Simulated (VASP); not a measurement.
Runs of VASP 6.6.1 on Cs. The structure is that of space group P6_3/mmc (No. 194), or close to it. The cells are those of the table. This isn't the form of Cs at room conditions, which is bcc.

| task | cell | k mesh | cutoff (eV) | gap on the mesh (eV) | pressure (GPa) |
| --- | --- | --- | --- | --- | --- |
| single point | a = 5.272, b = 5.272, c = 8.630 Å, angles 90.0, 90.0, 120.0°, 2 atoms | 8 × 8 × 5 | 520 | none | -0.2 |
| single point | a = 4.998, b = 4.998, c = 8.181 Å, angles 90.0, 90.0, 120.0°, 2 atoms | 8 × 8 × 5 | 520 | none | 0.2 |
| single point | a = 5.069, b = 5.069, c = 8.298 Å, angles 90.0, 90.0, 120.0°, 2 atoms | 8 × 8 × 5 | 520 | none | 0.1 |
| relaxation of cell and atoms | relaxed from a = 5.385, b = 5.385, c = 8.794 Å, angles 90.0, 90.0, 120.0°, 2 atoms | 7 × 7 × 4 | 600 | none | 0.0 |
| single point | a = 5.138, b = 5.138, c = 8.411 Å, angles 90.0, 90.0, 120.0°, 2 atoms | 7 × 7 × 4 | 520 | none | 0.0 |
| single point | a = 5.138, b = 5.138, c = 8.411 Å, angles 90.0, 90.0, 120.0°, 2 atoms | 12 × 12 × 6 | 520 | none | 0.0 |
| single point | a = 5.336, b = 5.336, c = 8.735 Å, angles 90.0, 90.0, 120.0°, 2 atoms | 8 × 8 × 5 | 520 | none | -0.2 |
| single point | a = 5.206, b = 5.206, c = 8.522 Å, angles 90.0, 90.0, 120.0°, 2 atoms | 8 × 8 × 5 | 520 | none | (a) |

Alike in all rows: level LDA; potentials or basis VASP PAW LDA potentials, release 64 (Cs_sv); no spin polarisation; smearing fermi-dirac 0.1 eV.

Question: Estimate the missing entries.

Answer: (a) -0.1.

Caveats: spin-orbit coupling is left out, which moves the levels of the heavy elements.

A k mesh can miss the band edges, and the runs leave out spin-orbit coupling on Cs.

A gap of «none» marks levels without a gap at the run's occupations.
